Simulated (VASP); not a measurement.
# Hf2SiO6 (C222) in VASP: relaxation of cell and atoms with PBE

Aim: the relaxation of cell and atoms of Hf2SiO6 with PBE.

All numbers are computed with VASP 6.6.1; they aren't measurements. Logs are shortened: lines on timing, memory, paths and dates and some standing lists are left out, and cuts for length are marked.

### Step 1. The cell of the first run

It takes space group C222 (No. 21, orthorhombic). Conventional cell: a = 5.985 Å, b = 9.793 Å, c = 6.424 Å, α = 90.00°, β = 90.00°, γ = 90.00°. Within 2.6 Å of Hf (site symmetry 2) lie 4 O at 1.95 Å. Within 2.2 Å of Si (site symmetry 222) lie 4 O at 1.64 Å. O (site symmetry 1) has 1 Si at 1.64 Å and 1 Hf at 1.95 Å within 2.2 Å. Within 2.6 Å of O (site symmetry 2) lie 2 Hf at 1.95 Å.

### Step 2. Relaxation of cell and atoms, PBE

The input, INCAR:

```
ALGO = Normal ; EDIFF = 1E-7
EDIFFG = -0.01 ; ENCUT = 600
GGA = PE ; IBRION = 2
ISIF = 3 ; ISMEAR = 0
LASPH = T ; LCHARG = F
LREAL = F ; LWAVE = F
NELM = 60 ; NSW = 100
PREC = Accurate ; SIGMA = 0.02
```

The input, KPOINTS:

```
k-points
0
Gamma
  6 6 4
```

The input, POSCAR:

```
Hf2SiO6
1.0
    2.9923979004     -4.8963151128      0.0000000000
    2.9923979004      4.8963151128      0.0000000000
    0.0000000000      0.0000000000      6.4243090557
Hf Si O
2 1 6
Direct
    0.5000000000      0.0000000000      0.3205440677
    0.0000000000      0.5000000000      0.6794559323
    0.5000000000      0.5000000000      0.0000000000
    0.7542993521      0.5614021058      0.8530201312
    0.2008164898      0.7991835102      0.5000000000
    0.5614021058      0.7542993521      0.1469798688
    0.2457006479      0.4385978942      0.8530201312
    0.7991835102      0.2008164898      0.5000000000
    0.4385978942      0.2457006479      0.1469798688
```

Potentials or basis: VASP PAW PBE potentials, release 64 (Hf_pv, Si, O).

On the command line:

```bash
cat potpaw_PBE.64/Hf_pv/POTCAR potpaw_PBE.64/Si/POTCAR potpaw_PBE.64/O/POTCAR > POTCAR
mpirun -np 1 vasp_std > vasp.out
```

OUTCAR:

```text
EDIFF = 1E-7
   EDIFFG = -0.01
   ENCUT = 600
   GGA = PE
   IBRION = 2
   ISIF = 3
   ISMEAR = 0
   LASPH = T
   LREAL = F
   NELM = 60
   NSW = 100
   PREC = Accurate

 ion  position               nearest neighbor table
   1  0.500  0.000  0.321-   5 1.95   8 1.95   6 1.95   9 1.95   2 3.78   2 3.78
   2  0.000  0.500  0.679-   5 1.95   8 1.95   7 1.95   4 1.95   1 3.78   1 3.78
   3  0.500  0.500  0.000-   4 1.64   6 1.64   7 1.64   9 1.64
   4  0.754  0.561  0.853-   3 1.64   2 1.95
   5  0.201  0.799  0.500-   1 1.95   2 1.95
   6  0.561  0.754  0.147-   3 1.64   1 1.95
   7  0.246  0.439  0.853-   3 1.64   2 1.95
   8  0.799  0.201  0.500-   1 1.95   2 1.95
   9  0.439  0.246  0.147-   3 1.64   1 1.95

  LATTYP: Found a base centered orthorhombic cell.
 ALAT       =     5.9847958008
 B/A-ratio  =     1.6362513529
 C/A-ratio  =     1.0734383043

  Lattice vectors:

 A1 = (   2.9923979004,  -4.8963151128,   0.0000000000)
 A2 = (   2.9923979004,   4.8963151128,   0.0000000000)
 A3 = (   0.0000000000,   0.0000000000,   6.4243090557)

Analysis of symmetry for initial positions (statically):
=====================================================================
 Subroutine PRICEL returns:
 Original cell was already a primitive cell.

 Routine SETGRP: Setting up the symmetry group for a
 base centered orthorhombic supercell.

 Subroutine GETGRP returns: Found  4 space group operations
 (whereof  4 operations were pure point group operations)
 out of a pool of  8 trial point group operations.

The static configuration has the point symmetry D_2 .

Analysis of symmetry for dynamics (positions and initial velocities):
=====================================================================
 Subroutine PRICEL returns:
 Original cell was already a primitive cell.

 Routine SETGRP: Setting up the symmetry group for a
 base centered orthorhombic supercell.

 Subroutine GETGRP returns: Found  4 space group operations
 (whereof  4 operations were pure point group operations)
 out of a pool of  8 trial point group operations.

The dynamic configuration has the point symmetry D_2 .

 Subroutine INISYM returns: Found  4 space group operations
 (whereof  4 operations are pure point group operations),
 and found     1 'primitive' translations

----------------------------------------------------------------------------------------

                                     Primitive cell

  volume of cell :     188.2544

  direct lattice vectors                    reciprocal lattice vectors
     2.992397900 -4.896315113  0.000000000     0.167090078 -0.102117611  0.000000000
     2.992397900  4.896315113  0.000000000     0.167090078  0.102117611  0.000000000
     0.000000000  0.000000000  6.424309056     0.000000000  0.000000000  0.155658763

  length of vectors
     5.738322654  5.738322654  6.424309056     0.195824158  0.195824158  0.155658763

  position of ions in fractional coordinates (direct lattice)
     0.500000000  0.000000000  0.320544068
     0.000000000  0.500000000  0.679455932
     0.500000000  0.500000000  0.000000000
     0.754299352  0.561402106  0.853020131
     0.200816490  0.799183510  0.500000000
     0.561402106  0.754299352  0.146979869
     0.245700648  0.438597894  0.853020131
     0.799183510  0.200816490  0.500000000
     0.438597894  0.245700648  0.146979869

  ion indices of the primitive-cell ions
   primitive index   ion index
                 1           1
                 2           2
                 3           3
                 4           4
                 5           5
                 6           6
                 7           7
                 8           8
                 9           9

----------------------------------------------------------------------------------------

 KPOINTS: k-points

Automatic generation of k-mesh.
 Grid dimensions read from file:
 generate k-points for:    6    6    4

 Generating k-lattice:

  Cartesian coordinates                     Fractional coordinates (reciprocal lattice)
     0.027848346 -0.017019602  0.000000000     0.166666667  0.000000000  0.000000000
     0.027848346  0.017019602  0.000000000     0.000000000  0.166666667  0.000000000
     0.000000000  0.000000000  0.038914691     0.000000000  0.000000000  0.250000000

  Length of vectors
     0.032637360  0.032637360  0.038914691

  Shift w.r.t. Gamma in fractional coordinates (k-lattice)
     0.000000000  0.000000000  0.000000000

 Subroutine IBZKPT returns following result:
 ===========================================

 Found     39 irreducible k-points:

 Following reciprocal coordinates:
            Coordinates               Weight
  0.000000  0.000000  0.000000      1.000000
  0.166667  0.000000  0.000000      4.000000
  0.333333 -0.000000  0.000000      4.000000
  0.500000  0.000000  0.000000      2.000000
  0.166667  0.166667  0.000000      2.000000
  0.333333  0.166667  0.000000      4.000000
[... 16 lines left out ...]
  0.333333  0.333333  0.250000      4.000000
  0.500000  0.333333  0.250000      8.000000
 [... further k-points ...]
   k-points           NKPTS =     39   k-points in BZ     NKDIM =     39   number of bands    NBANDS=     36
   number of dos      NEDOS =    301   number of ions     NIONS =      9
   total plane-waves  NPLWV = 124416
   dimension x,y,z NGX =    48 NGY =   48 NGZ =   54
   dimension x,y,z NGXF=    96 NGYF=   96 NGZF=  108
   ions per type =               2   1   6
   NGX,Y,Z   is equivalent  to a cutoff of  13.91, 13.91, 13.97 a.u.
   NGXF,Y,Z  is equivalent  to a cutoff of  27.81, 27.81, 27.95 a.u.
 SYSTEM =  unknown system
   PREC   = accura    normal or accurate (medium, high low for compatibility)
   ISTART =      0    job   : 0-new  1-cont  2-samecut
   ICHARG =      2    charge: 1-file 2-atom 10-const
   ISPIN  =      1    spin polarized calculation?
   LNONCOLLINEAR =      F non collinear calculations
   LSORBIT =      F    spin-orbit coupling
   LASPH  =      T    aspherical Exc in radial PAW
   ENCUT  =  600.0 eV  44.10 Ry    6.64 a.u.  11.46 11.46 12.83*2*pi/ulx,y,z
   NELM   =     60;   NELMIN=  2; NELMDL= -5     # of ELM steps
   EDIFF  = 0.1E-06   stopping-criterion for ELM
   LREAL  =      F    real-space projection
   EDIFFG = -.1E-01   stopping-criterion for IOM
   NSW    =    100    number of steps for IOM
   IBRION =      2    ionic relax: 0-MD 1-quasi-New 2-CG
   NFREE  =      1    steps in history (QN), initial steepest desc. (CG)
   ISIF   =      3    stress and relaxation
   ISYM   =      2    0-nonsym 1-usesym 2-fastsym
   POTIM  = 0.5000    time-step for ionic-motion
   TEBEG  =    0.0;   TEEND  =   0.0 temperature during run
   PSTRESS=    0.0 pullay stress
   NELECT =      60.0000    total number of electrons
   NUPDOWN=      -1.0000    fix difference up-down
   EMIN   =  10.00;   EMAX   =-10.00  energy-range for DOS
   EFERMI =   0.00;   METHOD = LEGACY
   ISMEAR =     0;   SIGMA  =   0.02  broadening in eV -4-tet -1-fermi 0-gaus
   EFERMI_NEDOS =   21; number of points for ismear=-14 and -15
   IALGO  =     38    algorithm
   IMIX   =      4    mixing-type and parameters
     AMIX     =   0.40;   BMIX     =  1.00
     AMIX_MAG =   1.60;   BMIX_MAG =  1.00
  volume/ion in A,a.u.               =      20.92       141.16
  Fermi-wavevector in a.u.,A,eV,Ry     =   1.118262  2.113209 17.014218  1.250510
  Thomas-Fermi vector in A             =   2.254892
   LORBIT       =      0    0 simple, 1 ext, 2 COOP (PROOUT), +10 PAW based schemes
   GGA     = PE    functional components
   LHFCALC =     F    Hartree Fock is set to
   AEXX    =    0.0000 exact exchange contribution
   IVDW    =     0    specifies the selected vdW correction
   LEPSILON=     F    determine dielectric tensor
   LRPA    =     F    only Hartree local field effects (RPA)
 conjugate gradient relaxation of ions
 non-spin polarized calculation
 Gauss-broadening in eV      SIGMA  =   0.02
  energy-cutoff  :      600.00
  volume of cell :      188.25
 maximum number of plane-waves:      6316
 NGX is ok and might be reduce to    48
   NGX = 23   NGY = 23   NGZ = 25

--------------------------------------- Ionic step        1  -------------------------------------------

 number of electron      60.0000006 magnetization

 Free energy of the ion-electron system (eV)
  ---------------------------------------------------
  ext. energy  EPLUGINS =         0.00000000
  ---------------------------------------------------
  free energy    TOTEN  =       -83.29420247 eV

  energy without entropy =      -83.29420247  energy(sigma->0) =      -83.29420247

------------------------ aborting loop because EDIFF is reached ----------------------------------------

  FORCE on cell =-STRESS in cart. coord.  units (eV):
  Direction    XX          YY          ZZ          XY          YZ          ZX
  --------------------------------------------------------------------------------------
  -------------------------------------------------------------------------------------
  Total       -0.7608532     -0.9463822     -0.9360635      0.0000000      0.0000000      0.0000000
  in kB       -6.4753964     -8.0543781     -7.9665586      0.0000000      0.0000000      0.0000000
  external PRESSURE =      -7.4987777 kB  Pullay stress =       0.0000000 kB
[... 200 lines left out ...]
  energy  without entropy=      -83.2982839105  energy(sigma->0) =      -83.29828391

--------------------------------------- Ionic step        6  -------------------------------------------

 number of electron      60.0000009 magnetization

 Free energy of the ion-electron system (eV)
  ---------------------------------------------------
  ext. energy  EPLUGINS =         0.00000000
  ---------------------------------------------------
  free energy    TOTEN  =       -83.29834412 eV

  energy without entropy =      -83.29834412  energy(sigma->0) =      -83.29834412

 E-fermi :  -1.7387     XC(G=0):  -7.5187

 val. band max:       -1.8418778632   @ k =   0.0000   0.0000   0.5000
 cond. band min:       2.7894266546   @ k =   0.0000   0.0000   0.0000
 fundamental gap:      4.6313045178
 Fermi energy:        -1.7386659816

 k-point     1 :       0.0000    0.0000    0.0000
  band No.  band energies     occupation
      1     -30.5045      2.00000
      2     -30.4677      2.00000
      3     -30.4379      2.00000
      4     -30.4287      2.00000
      5     -30.3537      2.00000
      6     -30.2980      2.00000
[... 925 lines left out ...]
     35       5.0586      0.00000
     36       5.3582      0.00000

 [... further k-points ...]
[... 5 lines left out ...]
  --------------------------------------------------------------------------------------
  -------------------------------------------------------------------------------------
  Total        0.0664194     -0.0479955     -0.0406230      0.0000000      0.0000000      0.0000000
  in kB        0.5686671     -0.4109263     -0.3478047      0.0000000      0.0000000      0.0000000
  external PRESSURE =      -0.0633547 kB  Pullay stress =       0.0000000 kB
[... 24 lines left out ...]
  FREE ENERGIE OF THE ION-ELECTRON SYSTEM (eV)
  ---------------------------------------------------
  free  energy   TOTEN  =       -83.2983441242 eV

  energy  without entropy=      -83.2983441242  energy(sigma->0) =      -83.29834412

 reached required accuracy - stopping structural energy minimisation
```

Wall time 47 min (1 thread of Oxide Virtual Turin-like, shared host); peak memory 0.52 GiB.

What came out:

```yaml
Free_energy: -83.2983 eV
Relaxed_volume: 20.79 Å³/atom
Relaxed_cell: a = 5.727 Å, b = 5.727 Å, c = 6.409 Å, α = 90.00°, β = 90.00°, γ = 117.11°
Space_group_after_relaxing_to_0.1_Å: C222 (No. 21)
Energy_gained_by_relaxing: 0.5 meV/atom
Ionic_steps: 6
Pressure_after_relaxing: 0.0 GPa
Largest_force_after_relaxing: 0.010 eV/Å
Band_gap_on_the_k_mesh: 4.63 eV (least direct gap 4.80 eV)
```

Forces on the atoms (eV/Å):
```
Hf   0.000  0.000 -0.001
Hf   0.000  0.000  0.001
Si   0.000  0.000  0.000
O   -0.008  0.006 -0.001
O    0.000  0.000  0.000
O   -0.008 -0.006  0.001
O    0.008 -0.006 -0.001
O    0.000  0.000  0.000
O    0.008  0.006  0.001
```

The path:
```
step  energy change (eV)  largest force (eV/Å)  pressure (GPa)  volume (Å³)
   1              0.0000                0.1739           -0.75       188.25
   2              0.0046                0.3288            1.04       185.60
   3             -0.0039                0.0930           -0.04       187.17
   4             -0.0036                0.1115            0.16       186.90
   5             -0.0041                0.0161            0.03       187.07
   6             -0.0041                0.0097           -0.01       187.13
```

Final structure:
```
Hf Si O
1.0
     2.98785   -4.88617    0.00000
     2.98785    4.88617    0.00000
     0.00000    0.00000    6.40901
Hf Si O
2 1 6
Direct
  0.50000 0.00000 0.32092
  0.00000 0.50000 0.67908
  0.50000 0.50000 0.00000
  0.75471 0.56128 0.85265
  0.20104 0.79896 0.50000
  0.56128 0.75471 0.14735
  0.24529 0.43872 0.85265
  0.79896 0.20104 0.50000
  0.43872 0.24529 0.14735
```

Caveat: spin-orbit coupling is left out, which moves the levels of the heavy elements. A k mesh can miss the band edges.
